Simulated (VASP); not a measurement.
Set up this calculation in VASP 6.6.1, as the native input.

- Task: single point
- Functional: PBEsol
- Potentials or basis: VASP PAW PBE potentials, release 64 (Rb_sv)
- Cutoff: 520 eV
- k mesh: 10 × 10 × 10
- Occupations: gaussian, width 0.1 eV
- Spin: no spin polarisation
- Dipole correction: no
- Further INCAR settings: ALGO = Normal; EDIFF = 1e-06; NBANDS = 10

The structure of Rb lies in POSCAR:

```
Rb
1.0
   -2.7859238591      2.7859238591      2.7859238591
    2.7859238591     -2.7859238591      2.7859238591
    2.7859238591      2.7859238591     -2.7859238591
Rb
1
Direct
    0.0000000000      0.0000000000      0.0000000000
```

One way to write it, as run:

INCAR

```
SYSTEM = Rb
PREC = Accurate
ENCUT = 520
EDIFF = 1E-6
ISMEAR = 0
SIGMA = 0.1
LREAL = .FALSE.
LASPH = .TRUE.
NELM = 100
ALGO = Normal
ISIF = 2
LWAVE = .FALSE.
LCHARG = .FALSE.
GGA = PS
NBANDS = 10
```

KPOINTS

```
Automatic mesh
0
G
  10 10 10
  0 0 0
```

Potentials or basis: VASP PAW PBE potentials, release 64 (Rb_sv).

Command:

```bash
$ cat potpaw_PBE.64/Rb_sv/POTCAR > POTCAR
$ mpirun -np 1 vasp_std > vasp.out
```

Results of the run:

```yaml
Pressure: 0.0 GPa
Band_gap_on_the_k_mesh: zero (an odd number of electrons rules out a gap without spin polarisation)
```

Caveat: the PAW data sets were made with another functional, which shifts forces and pressure a little.

Run time: 20 s on 1 thread of AMD EPYC 7R13 Processor (Zen 3), with other jobs on the host, peak memory 0.18 GiB.
